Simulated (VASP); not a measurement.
# Ta (Im-3m) in VASP: further runs, part 3 of 3

VASP 6.6.1. The steps go on from the part before.

## (6) Electric field gradients, PBE (volume scaled by 1.01)

INCAR reads:

```
SYSTEM = Ta
ALGO = Normal ; EDIFF = 1E-8
ENCUT = 520 ; GGA = PE
ISIF = 2 ; ISMEAR = -1
LASPH = .TRUE. ; LCHARG = .FALSE.
LEFG = .TRUE. ; LREAL = .FALSE.
LWAVE = .FALSE. ; NBANDS = 12
NELM = 100 ; PREC = Accurate
SIGMA = 0.08
```

KPOINTS reads:

```
k-points
0
G
  17 17 17
  0 0 0
```

POSCAR reads:

```
Ta
1.0
   -1.6567660204      1.6567660204      1.6567660204
    1.6567660204     -1.6567660204      1.6567660204
    1.6567660204      1.6567660204     -1.6567660204
Ta
1
Direct
    0.0000000000      0.0000000000      0.0000000000
```

Potentials or basis: VASP PAW PBE potentials, release 64 (Ta_pv).

On the command line:

```console
$ cat potpaw_PBE.64/Ta_pv/POTCAR > POTCAR
$ mpirun -np 1 vasp_std > vasp.out
```

OUTCAR:

```text
SYSTEM = Ta
   EDIFF = 1E-8
   ENCUT = 520
   GGA = PE
   ISIF = 2
   ISMEAR = -1
   LASPH = .TRUE.
   LREAL = .FALSE.
   NELM = 100
   PREC = Accurate

 ion  position               nearest neighbor table
   1  0.000  0.000  0.000-

  LATTYP: Found a body centered cubic cell.
 ALAT       =     3.3135320408

  Lattice vectors:

 A1 = (  -1.6567660204,   1.6567660204,   1.6567660204)
 A2 = (   1.6567660204,  -1.6567660204,   1.6567660204)
 A3 = (   1.6567660204,   1.6567660204,  -1.6567660204)

Analysis of symmetry for initial positions (statically):
=====================================================================
 Subroutine PRICEL returns:
 Original cell was already a primitive cell.

 Routine SETGRP: Setting up the symmetry group for a
 body centered cubic supercell.

 Subroutine GETGRP returns: Found 48 space group operations
[... 9 lines left out ...]

 Routine SETGRP: Setting up the symmetry group for a
 body centered cubic supercell.

 Subroutine GETGRP returns: Found 48 space group operations
[... 11 lines left out ...]
                                     Primitive cell

  volume of cell :      18.1905

  direct lattice vectors                    reciprocal lattice vectors
    -1.656766020  1.656766020  1.656766020     0.000000000  0.301792766  0.301792766
     1.656766020 -1.656766020  1.656766020     0.301792766  0.000000000  0.301792766
     1.656766020  1.656766020 -1.656766020     0.301792766  0.301792766  0.000000000

  length of vectors
     2.869602924  2.869602924  2.869602924     0.426799423  0.426799423  0.426799423

  position of ions in fractional coordinates (direct lattice)
     0.000000000  0.000000000  0.000000000

  ion indices of the primitive-cell ions
   primitive index   ion index
                 1           1

----------------------------------------------------------------------------------------

 KPOINTS: k-points

Automatic generation of k-mesh.
 Grid dimensions read from file:
 generate k-points for:   17   17   17

 Generating k-lattice:

  Cartesian coordinates                     Fractional coordinates (reciprocal lattice)
     0.000000000  0.017752516  0.017752516     0.058823529  0.000000000  0.000000000
     0.017752516  0.000000000  0.017752516     0.000000000  0.058823529  0.000000000
     0.017752516  0.017752516  0.000000000     0.000000000  0.000000000  0.058823529

  Length of vectors
     0.025105848  0.025105848  0.025105848

  Shift w.r.t. Gamma in fractional coordinates (k-lattice)
     0.000000000  0.000000000  0.000000000

 Subroutine IBZKPT returns following result:
 ===========================================

 Found    165 irreducible k-points:

 Following reciprocal coordinates:
            Coordinates               Weight
  0.000000  0.000000  0.000000      1.000000
  0.058824  0.000000  0.000000     12.000000
  0.117647  0.000000  0.000000     12.000000
  0.176471  0.000000  0.000000     12.000000
  0.235294  0.000000  0.000000     12.000000
[... 42 lines left out ...]
   IBRION =     -1    ionic relax: 0-MD 1-quasi-New 2-CG
   NFREE  =      0    steps in history (QN), initial steepest desc. (CG)
   ISIF   =      2    stress and relaxation
   ISYM   =      2    0-nonsym 1-usesym 2-fastsym
   POTIM  = 0.5000    time-step for ionic-motion
   TEBEG  =    0.0;   TEEND  =   0.0 temperature during run
   PSTRESS=    0.0 pullay stress
   NELECT =      11.0000    total number of electrons
   NUPDOWN=      -1.0000    fix difference up-down
   EMIN   =  10.00;   EMAX   =-10.00  energy-range for DOS
   EFERMI =   0.00;   METHOD = LEGACY
   ISMEAR =    -1;   SIGMA  =   0.08  broadening in eV -4-tet -1-fermi 0-gaus
   EFERMI_NEDOS =   21; number of points for ismear=-14 and -15
   IALGO  =     38    algorithm
   IMIX   =      4    mixing-type and parameters
     AMIX     =   0.40;   BMIX     =  1.00
     AMIX_MAG =   1.60;   BMIX_MAG =  1.00
  volume/ion in A,a.u.               =      18.19       122.76
  Fermi-wavevector in a.u.,A,eV,Ry     =   1.384388  2.616114 26.075982  1.916531
  Thomas-Fermi vector in A             =   2.508897
   LORBIT       =      0    0 simple, 1 ext, 2 COOP (PROOUT), +10 PAW based schemes
   GGA     = PE    functional components
   LHFCALC =     F    Hartree Fock is set to
   AEXX    =    0.0000 exact exchange contribution
   IVDW    =     0    specifies the selected vdW correction
   LEPSILON=     F    determine dielectric tensor
   LRPA    =     F    only Hartree local field effects (RPA)
 non-spin polarized calculation
  energy-cutoff  :      520.00
  volume of cell :       18.19
 maximum number of plane-waves:       499
 NGX is ok and might be reduce to    24
   NGX = 11   NGY = 11   NGZ = 11

 number of electron      11.0000001 magnetization

 Free energy of the ion-electron system (eV)
  ---------------------------------------------------
  ext. energy  EPLUGINS =         0.00000000
  ---------------------------------------------------
  free energy    TOTEN  =       -11.82688325 eV

  energy without entropy =      -11.79904907  energy(sigma->0) =      -11.81296616

 E-fermi :   5.4134     XC(G=0): -12.5675

 val. band max:        5.4054793406   @ k =  -0.2353   0.2353   0.1176
 cond. band min:       5.4135700932   @ k =  -0.4706  -0.4706   0.1765
 fundamental gap:      0.0080907526
 Fermi energy:         5.4134102279

 k-point     1 :       0.0000    0.0000    0.0000
  band No.  band energies     occupation
      1     -27.7034      2.00000
      2     -27.7034      2.00000
      3     -27.7034      2.00000
      4      -2.4718      2.00000
      5       6.1417      0.00022
      6       6.1417      0.00022
      7       6.1417      0.00022
      8       9.3798      0.00000
      9       9.3798      0.00000
     10      20.0711      0.00000
     11      20.3706      0.00000
     12      20.3706      0.00000
[... 331 lines left out ...]
 k-point    24 :       0.1765    0.1765    0.0000
  band No.  band energies     occupation
      1     -28.4375      2.00000
      2     -27.9469      2.00000
      3     -27.7792      2.00000
      4       0.7611      2.00000
      5       4.5680      1.99995
      6       4.8338      1.99857
      7       8.4280      0.00000
      8      10.0486      0.00000
      9      10.2012      0.00000
     10      19.8949      0.00000
     11      20.1174      0.00000
     12      22.0443      0.00000

 [... further k-points ...]
[... 5 lines left out ...]
  --------------------------------------------------------------------------------------
  -------------------------------------------------------------------------------------
  Total        0.1366351      0.1366351      0.1366351     -0.0000000      0.0000000      0.0000000
  in kB       12.0345397     12.0345397     12.0345397     -0.0000000      0.0000000      0.0000000
  external PRESSURE =      12.0345397 kB  Pullay stress =       0.0000000 kB

 VOLUME and BASIS-vectors are now :
 -----------------------------------------------------------------------------
  energy-cutoff  :      520.00
  volume of cell :       18.19
      direct lattice vectors                 reciprocal lattice vectors
    -1.656766020  1.656766020  1.656766020     0.000000000  0.301792766  0.301792766
     1.656766020 -1.656766020  1.656766020     0.301792766  0.000000000  0.301792766
     1.656766020  1.656766020 -1.656766020     0.301792766  0.301792766  0.000000000

 POSITION                                       TOTAL-FORCE (eV/Angst)
 -----------------------------------------------------------------------------------
      0.00000      0.00000      0.00000         0.000000     -0.000000     -0.000000
 -----------------------------------------------------------------------------------
    total drift:                               -0.000000      0.000000      0.000000

  FREE ENERGIE OF THE ION-ELECTRON SYSTEM (eV)
  ---------------------------------------------------
  free  energy   TOTEN  =       -11.8268832486 eV

  energy  without entropy=      -11.7990490711  energy(sigma->0) =      -11.81296616

 Electric field gradients (V/A^2)
---------------------------------------------------------------------
 ion       V_xx      V_yy      V_zz      V_xy      V_xz      V_yz
---------------------------------------------------------------------
   1      -0.000     0.000     0.000     0.000     0.000     0.000
---------------------------------------------------------------------

 Electric field gradients after diagonalization (V/A^2)
 (convention: |V_zz| > |V_xx| > |V_yy|)
----------------------------------------------------------------------
 ion       V_xx      V_yy      V_zz     asymmetry (V_yy - V_xx)/ V_zz
----------------------------------------------------------------------
   1      -0.000    -0.000     0.000       0.000
----------------------------------------------------------------------

           NMR quadrupolar parameters

 Cq : quadrupolar parameter    Cq=e*Q*V_zz/h
 eta: asymmetry parameters     (V_yy - V_xx)/ V_zz
 Q  : nuclear electric quadrupole moment in mb (millibarn)
----------------------------------------------------------------------
 ion       Cq(MHz)       eta       Q (mb)
----------------------------------------------------------------------
   1       0.000       0.000       1.000
----------------------------------------------------------------------
```

stdout:

```text
POSCAR found type information on POSCAR Ta
 POSCAR found :  1 types and       1 ions
 scaLAPACK will be used
 LDA part: xc-table for (Slater+PW92), standard interpolation
 POSCAR, INCAR and KPOINTS ok, starting setup
 FFT: planning ... GRIDC
 FFT: planning ... GRID_SOFT
 FFT: planning ... GRID
 WAVECAR not read
 entering main loop
ion   1
```

It took 40 s on 1 thread of AMD EPYC 7R43 (Zen 3), shared host; peak memory 0.13 GiB.

What came out:

```yaml
Free_energy: -11.8269 eV
Pressure: 1.2 GPa
```

Levels at points of the mesh, in eV from the Fermi level:
```tsv
k point	band 4	band 5	band 6	band 7	band 8	band 9
(0.00, 0.00, 0.00)	-7.89	0.73	0.73	0.73	3.97	3.97
```

Caveat: without QUAD_EFG the Cq values of the log hold for a quadrupole moment of 1 mb, not for the nuclei; spin-orbit coupling is left out, which moves the levels of the heavy elements.

## (7) The runs side by side

```tsv
cell	gap on the mesh (eV)	pressure (GPa)
a = 2.821 Å, angles 109.5°, 1 atom	none	12.5
a = 2.841 Å, angles 109.5°, 1 atom	none	7.6
a = 2.851 Å, angles 109.5°, 1 atom	none	5.4
a = 2.870 Å, angles 109.5°, 1 atom	none	1.2
```

Alike in all rows: task electric field gradients; level PBE; potentials or basis VASP PAW PBE potentials, release 64 (Ta_pv); no spin polarisation; k mesh 17 × 17 × 17; cutoff (eV) 520; smearing fermi-dirac 0.08 eV.

Caveats: spin-orbit coupling is left out, which moves the levels of the heavy elements.

Total energies depend on the potentials used, so only differences within one code and one set of settings carry meaning.
